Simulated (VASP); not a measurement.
# TiSi3W (P6/mmm) in VASP: further runs

The runs below take TiSi3W through single point, with PBE.

All numbers are computed with VASP 6.6.1; they aren't measurements. Logs are shortened: lines on timing, memory, paths and dates and some standing lists are left out, and cuts for length are marked.

## Step 1: The cell of the first run

The structure is hexagonal, space group P6/mmm (No. 191). Conventional cell: a = 3.644 Å, b = 3.644 Å, c = 7.965 Å, α = 90.00°, β = 90.00°, γ = 120.00°. Ti (site symmetry 6/mmm) has 6 Si at 1.82 Å within 2.4 Å. Si (site symmetry mmm) has 4 Si at 1.82 Å and 2 Ti at 1.82 Å within 2.4 Å. W (site symmetry 6/mmm) has 6 W at 3.64 Å and 2 Ti at 3.98 Å and 12 Si at 4.38 Å within 4.8 Å.

The cell was generated, and may not be a known phase.

## Step 2: Single point, PBE

INCAR reads:

```
  PREC = Accurate
  ENCUT = 520
  EDIFF = 1E-6
  ISMEAR = 0
  SIGMA = 0.1
  LREAL = F
  LASPH = T
  NELM = 80
  ALGO = Normal
  ISIF = 2
  LWAVE = F
  LCHARG = T
  GGA = PE
  LELF = T
  LVHAR = T
  NBANDS = 27
```

KPOINTS reads:

```
Automatic mesh
0
Gamma
  6 6 2
```

POSCAR reads:

```
TiSi3W
1.0
    3.6444362700      0.0000000000      0.0000000000
   -1.8222181400      3.1561743900      0.0000000000
    0.0000000000      0.0000000000      7.9650094800
Ti Si W
1 3 1
Direct
    0.0000000000      0.0000000000      0.5000000000
    0.5000000000      0.0000000000      0.5000000000
    0.0000000000      0.5000000000      0.5000000000
    0.5000000000      0.5000000000      0.5000000000
    0.0000000000      0.0000000000      0.0000000000
```

Potentials or basis: VASP PAW PBE potentials, release 64 (Ti_sv, Si, W_sv).

Run with:

```bash
> cat potpaw_PBE.64/Ti_sv/POTCAR potpaw_PBE.64/Si/POTCAR potpaw_PBE.64/W_sv/POTCAR > POTCAR
> mpirun -np 1 vasp_std > vasp.out
```

OUTCAR:

```text
PREC = Accurate
   ENCUT = 520
   EDIFF = 1E-6
   ISMEAR = 0
   LREAL = F
   LASPH = T
   NELM = 80
   ISIF = 2
   GGA = PE

 ion  position               nearest neighbor table
   1  0.000  0.000  0.500-   4 1.82   4 1.82   2 1.82   2 1.82   3 1.82   3 1.82
   2  0.500  0.000  0.500-   3 1.82   3 1.82   1 1.82   1 1.82   4 1.82   4 1.82
   3  0.000  0.500  0.500-   2 1.82   2 1.82   4 1.82   4 1.82   1 1.82   1 1.82
   4  0.500  0.500  0.500-   1 1.82   1 1.82   3 1.82   3 1.82   2 1.82   2 1.82
   5  0.000  0.000  0.000-

  LATTYP: Found a hexagonal cell.
 ALAT       =     3.6444362700
 C/A-ratio  =     2.1855257960

  Lattice vectors:

 A1 = (   3.6444362700,   0.0000000000,   0.0000000000)
 A2 = (  -1.8222181400,   3.1561743900,   0.0000000000)
 A3 = (   0.0000000000,   0.0000000000,   7.9650094800)

Analysis of symmetry for initial positions (statically):
=====================================================================
 Subroutine PRICEL returns:
 Original cell was already a primitive cell.

 Routine SETGRP: Setting up the symmetry group for a
 hexagonal supercell.

 Subroutine GETGRP returns: Found 24 space group operations
 (whereof 24 operations were pure point group operations)
 out of a pool of 24 trial point group operations.

The static configuration has the point symmetry D_6h.

Analysis of symmetry for dynamics (positions and initial velocities):
=====================================================================
 Subroutine PRICEL returns:
 Original cell was already a primitive cell.

 Routine SETGRP: Setting up the symmetry group for a
 hexagonal supercell.

 Subroutine GETGRP returns: Found 24 space group operations
 (whereof 24 operations were pure point group operations)
 out of a pool of 24 trial point group operations.

The dynamic configuration has the point symmetry D_6h.

 Subroutine INISYM returns: Found 24 space group operations
 (whereof 24 operations are pure point group operations),
 and found     1 'primitive' translations

----------------------------------------------------------------------------------------

                                     Primitive cell

  volume of cell :      91.6173

  direct lattice vectors                    reciprocal lattice vectors
     3.644436270  0.000000000  0.000000000     0.274390859  0.158419637  0.000000000
    -1.822218140  3.156174390  0.000000000     0.000000000  0.316839273  0.000000000
     0.000000000  0.000000000  7.965009480     0.000000000  0.000000000  0.125549129

  length of vectors
     3.644436270  3.644436271  7.965009480     0.316839273  0.316839273  0.125549129

  position of ions in fractional coordinates (direct lattice)
     0.000000000  0.000000000  0.500000000
     0.500000000  0.000000000  0.500000000
     0.000000000  0.500000000  0.500000000
     0.500000000  0.500000000  0.500000000
     0.000000000  0.000000000  0.000000000

  ion indices of the primitive-cell ions
   primitive index   ion index
                 1           1
                 2           2
                 3           3
                 4           4
                 5           5

----------------------------------------------------------------------------------------

 KPOINTS: Automatic mesh

Automatic generation of k-mesh.
 Grid dimensions read from file:
 generate k-points for:    6    6    2

 Generating k-lattice:

  Cartesian coordinates                     Fractional coordinates (reciprocal lattice)
     0.045731810  0.026403273  0.000000000     0.166666667  0.000000000  0.000000000
     0.000000000  0.052806546  0.000000000     0.000000000  0.166666667  0.000000000
     0.000000000  0.000000000  0.062774564     0.000000000  0.000000000  0.500000000

  Length of vectors
     0.052806546  0.052806546  0.062774564

  Shift w.r.t. Gamma in fractional coordinates (k-lattice)
     0.000000000  0.000000000  0.000000000

 Subroutine IBZKPT returns following result:
 ===========================================

 Found     14 irreducible k-points:

 Following reciprocal coordinates:
            Coordinates               Weight
  0.000000  0.000000  0.000000      1.000000
  0.166667 -0.000000  0.000000      6.000000
  0.333333 -0.000000  0.000000      6.000000
  0.500000 -0.000000  0.000000      3.000000
  0.166667  0.166667  0.000000      6.000000
  0.333333  0.166667  0.000000     12.000000
  0.333333  0.333333  0.000000      2.000000
  0.000000  0.000000  0.500000      1.000000
  0.166667 -0.000000  0.500000      6.000000
  0.333333 -0.000000  0.500000      6.000000
  0.500000 -0.000000  0.500000      3.000000
  0.166667  0.166667  0.500000      6.000000
  0.333333  0.166667  0.500000     12.000000
  0.333333  0.333333  0.500000      2.000000
   k-points           NKPTS =     14   k-points in BZ     NKDIM =     14   number of bands    NBANDS=     27
   number of dos      NEDOS =    301   number of ions     NIONS =      5
   total plane-waves  NPLWV =  47040
   dimension x,y,z NGX =    28 NGY =   28 NGZ =   60
   dimension x,y,z NGXF=    56 NGYF=   56 NGZF=  120
   ions per type =               1   3   1
   NGX,Y,Z   is equivalent  to a cutoff of  12.77, 12.77, 12.52 a.u.
   NGXF,Y,Z  is equivalent  to a cutoff of  25.55, 25.55, 25.05 a.u.
 SYSTEM =  unknown system
   PREC   = accura    normal or accurate (medium, high low for compatibility)
   ISTART =      0    job   : 0-new  1-cont  2-samecut
   ICHARG =      2    charge: 1-file 2-atom 10-const
   ISPIN  =      1    spin polarized calculation?
   LNONCOLLINEAR =      F non collinear calculations
   LSORBIT =      F    spin-orbit coupling
   LASPH  =      T    aspherical Exc in radial PAW
   ENCUT  =  520.0 eV  38.22 Ry    6.18 a.u.   6.78  6.78 14.81*2*pi/ulx,y,z
   NELM   =     80;   NELMIN=  2; NELMDL= -5     # of ELM steps
   EDIFF  = 0.1E-05   stopping-criterion for ELM
   LREAL  =      F    real-space projection
   EDIFFG = 0.1E-04   stopping-criterion for IOM
   NSW    =      0    number of steps for IOM
   IBRION =     -1    ionic relax: 0-MD 1-quasi-New 2-CG
   NFREE  =      0    steps in history (QN), initial steepest desc. (CG)
   ISIF   =      2    stress and relaxation
   ISYM   =      2    0-nonsym 1-usesym 2-fastsym
   POTIM  = 0.5000    time-step for ionic-motion
   TEBEG  =    0.0;   TEEND  =   0.0 temperature during run
   PSTRESS=    0.0 pullay stress
   NELECT =      38.0000    total number of electrons
   NUPDOWN=      -1.0000    fix difference up-down
   EMIN   =  10.00;   EMAX   =-10.00  energy-range for DOS
   EFERMI =   0.00;   METHOD = LEGACY
   ISMEAR =     0;   SIGMA  =   0.10  broadening in eV -4-tet -1-fermi 0-gaus
   EFERMI_NEDOS =   21; number of points for ismear=-14 and -15
   IALGO  =     38    algorithm
   IMIX   =      4    mixing-type and parameters
     AMIX     =   0.40;   BMIX     =  1.00
     AMIX_MAG =   1.60;   BMIX_MAG =  1.00
  volume/ion in A,a.u.               =      18.32       123.65
  Fermi-wavevector in a.u.,A,eV,Ry     =   1.220891  2.307149 20.280494  1.490574
  Thomas-Fermi vector in A             =   2.356092
   LORBIT       =      0    0 simple, 1 ext, 2 COOP (PROOUT), +10 PAW based schemes
   GGA     = PE    functional components
   LHFCALC =     F    Hartree Fock is set to
   AEXX    =    0.0000 exact exchange contribution
   IVDW    =     0    specifies the selected vdW correction
   LEPSILON=     F    determine dielectric tensor
   LRPA    =     F    only Hartree local field effects (RPA)
 non-spin polarized calculation
 Gauss-broadening in eV      SIGMA  =   0.10
  energy-cutoff  :      520.00
  volume of cell :       91.62
 maximum number of plane-waves:      2492
 NGX is ok and might be reduce to    28
   NGX = 13   NGY = 13   NGZ = 29

 number of electron      38.0000001 magnetization

 Free energy of the ion-electron system (eV)
  ---------------------------------------------------
  ext. energy  EPLUGINS =         0.00000000
  ---------------------------------------------------
  free energy    TOTEN  =         5.40631137 eV

  energy without entropy =        5.43576124  energy(sigma->0) =        5.42103630

 E-fermi :   6.1260     XC(G=0):  -9.8918

 val. band max:        6.1156282304   @ k =   0.3333  -0.0000   0.0000
 cond. band min:       6.1288651744   @ k =   0.0000   0.0000   0.5000
 fundamental gap:      0.0132369440
 Fermi energy:         6.1259560959

 k-point     1 :       0.0000    0.0000    0.0000
  band No.  band energies     occupation
      1     -68.5809      2.00000
      2     -48.5837      2.00000
      3     -32.7341      2.00000
      4     -32.5529      2.00000
      5     -32.5529      2.00000
      6     -26.1767      2.00000
[... 19 lines left out ...]
     26      10.0063      0.00000
     27      10.7222      0.00000

 k-point     2 :       0.1667   -0.0000    0.0000
  band No.  band energies     occupation
      1     -68.5805      2.00000
      2     -48.5719      2.00000
      3     -32.7327      2.00000
      4     -32.5662      2.00000
      5     -32.5564      2.00000
      6     -26.2635      2.00000
[... 19 lines left out ...]
     26       9.3806      0.00000
     27      11.6722      0.00000

 k-point     3 :       0.3333   -0.0000    0.0000
  band No.  band energies     occupation
      1     -68.5797      2.00000
      2     -48.5482      2.00000
      3     -32.7299      2.00000
      4     -32.5926      2.00000
      5     -32.5632      2.00000
      6     -26.4327      2.00000
[... 19 lines left out ...]
     26      10.6034      0.00000
     27      11.0950      0.00000

 k-point     4 :       0.5000   -0.0000    0.0000
  band No.  band energies     occupation
      1     -68.5792      2.00000
      2     -48.5363      2.00000
      3     -32.7285      2.00000
      4     -32.6058      2.00000
      5     -32.5666      2.00000
      6     -26.5153      2.00000
[... 19 lines left out ...]
     26       9.9685      0.00000
     27      10.1945      0.00000

 k-point     5 :       0.1667    0.1667    0.0000
  band No.  band energies     occupation
      1     -68.5799      2.00000
      2     -48.5541      2.00000
      3     -32.7306      2.00000
      4     -32.5836      2.00000
      5     -32.5640      2.00000
      6     -26.3760      2.00000
[... 19 lines left out ...]
     26      10.5323      0.00000
     27      11.3407      0.00000

 k-point     6 :       0.3333    0.1667    0.0000
  band No.  band energies     occupation
      1     -68.5792      2.00000
      2     -48.5363      2.00000
      3     -32.7285      2.00000
      4     -32.5992      2.00000
      5     -32.5733      2.00000
      6     -26.4756      2.00000
[... 19 lines left out ...]
     26       9.7484      0.00000
     27      11.3508      0.00000

 k-point     7 :       0.3333    0.3333    0.0000
  band No.  band energies     occupation
      1     -68.5791      2.00000
      2     -48.5303      2.00000
      3     -32.7278      2.00000
      4     -32.5904      2.00000
      5     -32.5904      2.00000
      6     -26.4240      2.00000
[... 19 lines left out ...]
     26      10.4596      0.00000
     27      10.4596      0.00000

 k-point     8 :       0.0000    0.0000    0.5000
  band No.  band energies     occupation
      1     -68.5809      2.00000
      2     -48.5837      2.00000
      3     -32.7341      2.00000
      4     -32.5529      2.00000
      5     -32.5529      2.00000
      6     -26.1767      2.00000
[... 19 lines left out ...]
     26       9.9342      0.00000
     27      11.6238      0.00000

 k-point     9 :       0.1667   -0.0000    0.5000
  band No.  band energies     occupation
      1     -68.5805      2.00000
      2     -48.5719      2.00000
      3     -32.7327      2.00000
      4     -32.5662      2.00000
      5     -32.5564      2.00000
      6     -26.2635      2.00000
[... 19 lines left out ...]
     26      10.2796      0.00000
     27      12.5745      0.00000

 k-point    10 :       0.3333   -0.0000    0.5000
  band No.  band energies     occupation
      1     -68.5797      2.00000
      2     -48.5482      2.00000
      3     -32.7299      2.00000
      4     -32.5927      2.00000
      5     -32.5632      2.00000
      6     -26.4327      2.00000
[... 19 lines left out ...]
     26      10.7680      0.00000
     27      11.7646      0.00000

 k-point    11 :       0.5000   -0.0000    0.5000
  band No.  band energies     occupation
      1     -68.5793      2.00000
      2     -48.5363      2.00000
      3     -32.7285      2.00000
      4     -32.6058      2.00000
      5     -32.5667      2.00000
      6     -26.5153      2.00000
[... 19 lines left out ...]
     26       9.6941      0.00000
     27      11.6340      0.00000

 k-point    12 :       0.1667    0.1667    0.5000
  band No.  band energies     occupation
      1     -68.5799      2.00000
      2     -48.5541      2.00000
      3     -32.7306      2.00000
      4     -32.5836      2.00000
      5     -32.5640      2.00000
      6     -26.3760      2.00000
[... 19 lines left out ...]
     26      10.8920      0.00000
     27      12.8017      0.00000

 k-point    13 :       0.3333    0.1667    0.5000
  band No.  band energies     occupation
      1     -68.5793      2.00000
      2     -48.5363      2.00000
      3     -32.7285      2.00000
      4     -32.5992      2.00000
      5     -32.5733      2.00000
      6     -26.4756      2.00000
[... 19 lines left out ...]
     26      10.1000      0.00000
     27      10.6813      0.00000

 k-point    14 :       0.3333    0.3333    0.5000
  band No.  band energies     occupation
      1     -68.5791      2.00000
      2     -48.5303      2.00000
      3     -32.7278      2.00000
      4     -32.5904      2.00000
      5     -32.5904      2.00000
      6     -26.4240      2.00000
[... 19 lines left out ...]
     26      10.8321      0.00000
     27      10.8321      0.00000

------------------------ aborting loop because EDIFF is reached ----------------------------------------

  FORCE on cell =-STRESS in cart. coord.  units (eV):
  Direction    XX          YY          ZZ          XY          YZ          ZX
  --------------------------------------------------------------------------------------
  -------------------------------------------------------------------------------------
  Total      122.1088898    122.1088896     -6.4611901     -0.0000002      0.0000000      0.0000000
  in kB     2135.4048087   2135.4048056   -112.9914171     -0.0000034      0.0000000      0.0000000
  external PRESSURE =    1385.9393990 kB  Pullay stress =       0.0000000 kB

 VOLUME and BASIS-vectors are now :
 -----------------------------------------------------------------------------
  energy-cutoff  :      520.00
  volume of cell :       91.62
      direct lattice vectors                 reciprocal lattice vectors
     3.644436270  0.000000000  0.000000000     0.274390859  0.158419637  0.000000000
    -1.822218140  3.156174390  0.000000000     0.000000000  0.316839273  0.000000000
     0.000000000  0.000000000  7.965009480     0.000000000  0.000000000  0.125549129

 POSITION                                       TOTAL-FORCE (eV/Angst)
 -----------------------------------------------------------------------------------
      0.00000      0.00000      3.98250        -0.000000      0.000000      0.000000
      1.82222      0.00000      3.98250         0.000000      0.000000      0.000000
     -0.91111      1.57809      3.98250        -0.000000      0.000000      0.000000
      0.91111      1.57809      3.98250        -0.000000      0.000000      0.000000
      0.00000      0.00000      0.00000        -0.000000      0.000000      0.000000
 -----------------------------------------------------------------------------------
    total drift:                               -0.000000     -0.000000      0.000000

  FREE ENERGIE OF THE ION-ELECTRON SYSTEM (eV)
  ---------------------------------------------------
  free  energy   TOTEN  =         5.4063113680 eV

  energy  without entropy=        5.4357612384  energy(sigma->0) =        5.42103630
```

It took 40 s on 1 thread of AMD EPYC 7R13 (Zen 3), shared host; peak memory 0.19 GiB.

What came out:

| Quantity | Value |
| --- | --- |
| Free energy | 5.4063 eV |
| Pressure | 138.6 GPa |
| Band gap on the k mesh | zero (bands 19 and 20 overlap by 0.53 eV) |

Caveat: the k points lie up to 0.39 Å⁻¹ apart, too coarse for converged energies and pressures of a metal; atoms lie so close that the PAW spheres overlap strongly, which falsifies energies and pressures; spin-orbit coupling is left out, which moves the levels of the heavy elements.

## Step 3: Single point, PBE

This run uses another cell than the first one, of 20.46 Å³/atom.

INCAR, as its differences from that of step 2:

```diff
@@ -11,6 +11,4 @@
   LWAVE = F
-  LCHARG = T
+  LCHARG = F
   GGA = PE
-  LELF = T
-  LVHAR = T
   NBANDS = 27
```

KPOINTS is that of step 2.

POSCAR, as its differences from that of step 2:

```diff
@@ -2,5 +2,5 @@
 1.0
-    3.6444362700      0.0000000000      0.0000000000
-   -1.8222181400      3.1561743900      0.0000000000
-    0.0000000000      0.0000000000      7.9650094800
+    4.9257801847      0.0000000039      0.0000000000
+   -2.4628900957      4.2658507714      0.0000000000
+    0.0000000000      0.0000000000      4.8688485128
 Ti Si W
```

Potentials or basis: VASP PAW PBE potentials, release 64 (Ti_sv, Si, W_sv).

Run with:

```bash
> cat potpaw_PBE.64/Ti_sv/POTCAR potpaw_PBE.64/Si/POTCAR potpaw_PBE.64/W_sv/POTCAR > POTCAR
> mpirun -np 1 vasp_std > vasp.out
```

OUTCAR:

```text
PREC = Accurate
   ENCUT = 520
   EDIFF = 1E-6
   ISMEAR = 0
   LREAL = F
   LASPH = T
   NELM = 80
   ISIF = 2
   GGA = PE

 ion  position               nearest neighbor table
   1  0.000  0.000  0.500-   5 2.43   5 2.43   3 2.46   3 2.46   4 2.46   4 2.46   2 2.46   2 2.46

   2  0.500  0.000  0.500-   4 2.46   4 2.46   3 2.46   3 2.46   1 2.46   1 2.46
   3  0.000  0.500  0.500-   1 2.46   1 2.46   2 2.46   2 2.46   4 2.46   4 2.46
[... 614 lines left out ...]
  --------------------------------------------------------------------------------------
  -------------------------------------------------------------------------------------
  Total       -0.0982762     -0.0982762      0.1319049     -0.0000000      0.0000000      0.0000000
  in kB       -1.5390477     -1.5390477      2.0656870     -0.0000000      0.0000000      0.0000000
  external PRESSURE =      -0.3374695 kB  Pullay stress =       0.0000000 kB

 VOLUME and BASIS-vectors are now :
 -----------------------------------------------------------------------------
  energy-cutoff  :      520.00
  volume of cell :      102.31
      direct lattice vectors                 reciprocal lattice vectors
     4.925780185  0.000000004  0.000000000     0.203013525  0.117209914  0.000000000
    -2.462890096  4.265850771  0.000000000    -0.000000000  0.234419827  0.000000000
     0.000000000  0.000000000  4.868848513     0.000000000  0.000000000  0.205387372

 POSITION                                       TOTAL-FORCE (eV/Angst)
 -----------------------------------------------------------------------------------
      0.00000      0.00000      2.43442         0.000000      0.000000      0.000000
      2.46289      0.00000      2.43442        -0.000000      0.000000      0.000000
     -1.23145      2.13293      2.43442         0.000000      0.000000      0.000000
      1.23145      2.13293      2.43442         0.000000      0.000000      0.000000
      0.00000      0.00000      0.00000        -0.000000      0.000000      0.000000
 -----------------------------------------------------------------------------------
    total drift:                                0.000000     -0.000000     -0.000000

  FREE ENERGIE OF THE ION-ELECTRON SYSTEM (eV)
  ---------------------------------------------------
  free  energy   TOTEN  =       -30.6110527016 eV

  energy  without entropy=      -30.5682673123  energy(sigma->0) =      -30.58966001
```

It took 40 s on 1 thread of AMD EPYC 7R13 (Zen 3), shared host; peak memory 0.21 GiB.

Results:

| Item | Value |
| --- | --- |
| Free energy | -30.6111 eV |
| Pressure | 0.0 GPa |
| Band gap on the k mesh | zero (bands 19 and 20 overlap by 0.64 eV) |

Caveat: the k points lie up to 0.65 Å⁻¹ apart, too coarse for converged energies and pressures of a metal; spin-orbit coupling is left out, which moves the levels of the heavy elements.

(Continued in part 2 of 2.)

The gap in the log of VASP goes by the Fermi energy; the results here count the filled bands.